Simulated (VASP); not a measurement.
Sn2Se: single point with PBE

Crystal: Sn2Se.

```xyz
3
Lattice="3.9650 0.0000 0.0000 -1.9825 3.4338 0.0000 0.0000 0.0000 6.1280" Properties=species:S:1:pos:R:3 pbc="T T T"
Sn    0.0000    0.0000    5.0418
Sn    0.0000    0.0000    1.0862
Se    0.0000    0.0000    3.0640
```

* Program: VASP 6.6.1
* Task: single point
* Functional: PBE
* Potentials or basis: VASP PAW PBE potentials, release 64 (Sn_d, Se)
* Cutoff: 520 eV
* k mesh: 6 × 6 × 4
* Occupations: gaussian, width 0.1 eV
* Spin: no spin polarisation
* Dipole correction: no
* Further INCAR settings: ALGO = Normal; EDIFF = 1e-06; NBANDS = 24

- Pressure: 57.4 GPa
- Largest force: 5.065 eV/Å
- Band gap on the k mesh: zero (band 17 reaches 8.91 eV, above the bottom of band 18 at 5.24 eV)

Forces on the atoms (eV/Å):
```
Sn   0.000  0.000  5.065
Sn   0.000  0.000 -5.065
Se   0.000  0.000  0.000
```

Stress tensor (GPa, compression positive):
```
 -2.78   0.00   0.00
  0.00  -2.78   0.00
  0.00   0.00 177.78
```

Levels at points of the mesh, in eV from the Fermi level:
| k point | band 14 | band 15 | band 16 | band 17 | band 18 | band 19 | band 20 | band 21 |
| --- | --- | --- | --- | --- | --- | --- | --- | --- |
| (0.00, 0.00, 0.00) | -3.69 | -3.69 | 1.75 | 2.43 | 2.77 | 2.77 | 3.72 | 3.72 |
| (0.50, 0.00, 0.00) | -6.36 | -4.29 | -1.69 | -0.97 | 1.54 | 2.50 | 2.88 | 3.67 |
| (0.00, 0.00, 0.50) | -3.33 | -3.33 | -2.86 | 0.65 | 0.65 | 3.11 | 4.63 | 6.78 |
| (0.50, 0.00, 0.50) | -5.75 | -3.99 | -3.88 | -1.24 | -0.55 | 2.22 | 3.59 | 4.15 |

It took 72 s on 1 thread of Intel Xeon 8259CL, with other jobs on the host, peak memory 0.21 GiB.

Caveat: spin-orbit coupling is left out, which moves the levels of the heavy elements; forces of over 1 eV/Å act on the atoms, so gaps and moduli don't describe the material at rest.
